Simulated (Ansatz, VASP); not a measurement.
## One calculation of Ta3C2, two programs

Contents of POSCAR:

```
Ta3C2
1.0
    3.1288786179      0.0000000000      0.0000000000
   -1.5644393089      2.7096883684      0.0000000000
    0.0000000000      0.0000000000     30.1939115700
Ta C
12 8
Direct
    0.0000000000      0.0000000000      0.8766292200
    0.6666666700      0.3333333300      0.2053318800
    0.3333333300      0.6666666700      0.5410077000
    0.3333333300      0.6666666700      0.7946681200
    0.0000000000      0.0000000000      0.1233707800
    0.6666666700      0.3333333300      0.4589923000
    0.0000000000      0.0000000000      0.7118368000
    0.6666666700      0.3333333300      0.0416270800
    0.3333333300      0.6666666700      0.3765392900
    0.3333333300      0.6666666700      0.9583729200
    0.0000000000      0.0000000000      0.2881632000
    0.6666666700      0.3333333300      0.6234607100
    0.6666666700      0.3333333300      0.9166003700
    0.3333333300      0.6666666700      0.2454671600
    0.0000000000      0.0000000000      0.5808796100
    0.6666666700      0.3333333300      0.7545328400
    0.3333333300      0.6666666700      0.0833996300
    0.0000000000      0.0000000000      0.4191203900
    0.6666666700      0.3333333300      0.3322074200
    0.3333333300      0.6666666700      0.6677925800
```

INCAR.step1

```
SYSTEM = Ta3C2
PREC = Accurate
ENCUT = 520
ISMEAR = 0
SIGMA = 0.1
LREAL = Auto
LASPH = .True.
NELM = 100
NBANDS = 98
GGA = PE
ALGO = Normal
EDIFF = 1E-4
LWAVE = .True.
LCHARG = .False.
```

Contents of INCAR.step2:

```
SYSTEM = Ta3C2
PREC = Accurate
ENCUT = 520
EDIFF = 1E-7
ISMEAR = 0
SIGMA = 0.1
LREAL = Auto
LASPH = .True.
NELM = 100
ALGO = Normal
ISIF = 2
LWAVE = .False.
LCHARG = .False.
METAGGA = R2SCAN
LMIXTAU = .True.
NBANDS = 98
ISTART = 1
```

Contents of KPOINTS:

```
Automatic mesh
0
Gamma
  6 6 1
  0 0 0
```

Input for Ansatz:

```yaml
crystal:
  lattice:
    - [3.1288786179, 0.0, 0.0]
    - [-1.5644393089, 2.7096883684, 0.0]
    - [0.0, 0.0, 30.19391157]
  atoms:
    - { symbol: Ta, position: [0.0, 0.0, 0.87662922] }
    - { symbol: Ta, position: [0.66666667, 0.33333333, 0.20533188] }
    - { symbol: Ta, position: [0.33333333, 0.66666667, 0.5410077] }
    - { symbol: Ta, position: [0.33333333, 0.66666667, 0.79466812] }
    - { symbol: Ta, position: [0.0, 0.0, 0.12337078] }
    - { symbol: Ta, position: [0.66666667, 0.33333333, 0.4589923] }
    - { symbol: Ta, position: [0.0, 0.0, 0.7118368] }
    - { symbol: Ta, position: [0.66666667, 0.33333333, 0.04162708] }
    - { symbol: Ta, position: [0.33333333, 0.66666667, 0.37653929] }
    - { symbol: Ta, position: [0.33333333, 0.66666667, 0.95837292] }
    - { symbol: Ta, position: [0.0, 0.0, 0.2881632] }
    - { symbol: Ta, position: [0.66666667, 0.33333333, 0.62346071] }
    - { symbol: C, position: [0.66666667, 0.33333333, 0.91660037] }
    - { symbol: C, position: [0.33333333, 0.66666667, 0.24546716] }
    - { symbol: C, position: [0.0, 0.0, 0.58087961] }
    - { symbol: C, position: [0.66666667, 0.33333333, 0.75453284] }
    - { symbol: C, position: [0.33333333, 0.66666667, 0.08339963] }
    - { symbol: C, position: [0.0, 0.0, 0.41912039] }
    - { symbol: C, position: [0.66666667, 0.33333333, 0.33220742] }
    - { symbol: C, position: [0.33333333, 0.66666667, 0.66779258] }
basis:
  ecutwfc: 500
kpoints:
  mp_grid: { grid: [6, 6, 1] }
hamiltonian:
  xc: r2scan
scf:
  occupations: { method: gaussian, width: 0.1 }
  lower_state_search: "off"
output:
  forces: true
  stress: true
  eigenvalues: true
```

Alike in both runs: task single point; functional r2SCAN; k mesh 6 × 6 × 1; occupations gaussian, width 0.1 eV; no spin polarisation.

|  | VASP | Ansatz |
| --- | --- | --- |
| version | VASP 6.6.1 | Ansatz 0.2.0 |
| potentials or method | VASP PAW PBE potentials, release 64 (Ta_pv, C), cutoff 520 eV | scalar-relativistic, plane waves, PAW |
| valence electrons in the cell | 164 | 188 |

```csv
,VASP,Ansatz,Ansatz less VASP
gap on the k mesh at the Fermi level (eV),none,none,-
pressure (GPa),0.0,-1.0,-0.99
"traceless stress, the component that is largest in VASP (GPa)",0.24,0.24,-0.002
rms of the force components (eV/Å),0.034,0.034,+0.0003
```

VASP's potentials were made for PBE, not for r2SCAN. Atom by atom the forces differ by 0.016 eV/Å (rms over components). A gap of «none» marks a metal or a gap that the smearing closes. VASP's potentials hold 164 valence electrons a cell and Ansatz's 188, so a difference there can come from the potentials and not from the codes.

The k mesh is coarse, so the values compare programs but aren't converged. Spin-orbit coupling is off throughout.
